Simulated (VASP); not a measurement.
Li8Nb7SiO23 (a cell with a defect), 39 atoms in the cell. The cell holds a defect, 39 atoms: a = 5.550 Å, b = 11.101 Å, c = 11.101 Å, α = 55.75°, β = 55.75°, γ = 55.75°. 

- Program: VASP 6.6.1
- Task: single point
- Functional: PBE
- Potentials or basis: VASP PAW PBE potentials, release 64 (Li_sv, Nb_sv, O, Si)
- Cutoff: 650 eV
- k mesh: 1 × 1 × 1, shifted
- Occupations: gaussian, width 0.01 eV
- Spin: no spin polarisation
- Dipole correction: no
- Charge: -1
- Further INCAR settings: LREAL = Auto; ALGO = Normal; EDIFF = 1e-06; NBANDS = 154; NELECT = 258.0

Potentials or basis: VASP PAW PBE potentials, release 64 (Li_sv, Nb_sv, O, Si).

Launch:

```bash
$ cat potpaw_PBE.64/Li_sv/POTCAR potpaw_PBE.64/Nb_sv/POTCAR potpaw_PBE.64/O/POTCAR potpaw_PBE.64/Si/POTCAR > POTCAR
$ mpirun -np 1 vasp_std > vasp.out
```

Hardware: 1 thread of Intel Xeon 8259CL, with other jobs on the host.

Estimate the wall time of this run.

Run time: 9.9 min on 1 thread of Intel Xeon 8259CL, on a shared host, peak memory 0.9 GiB. Counts: scf iterations 17, k points 1.
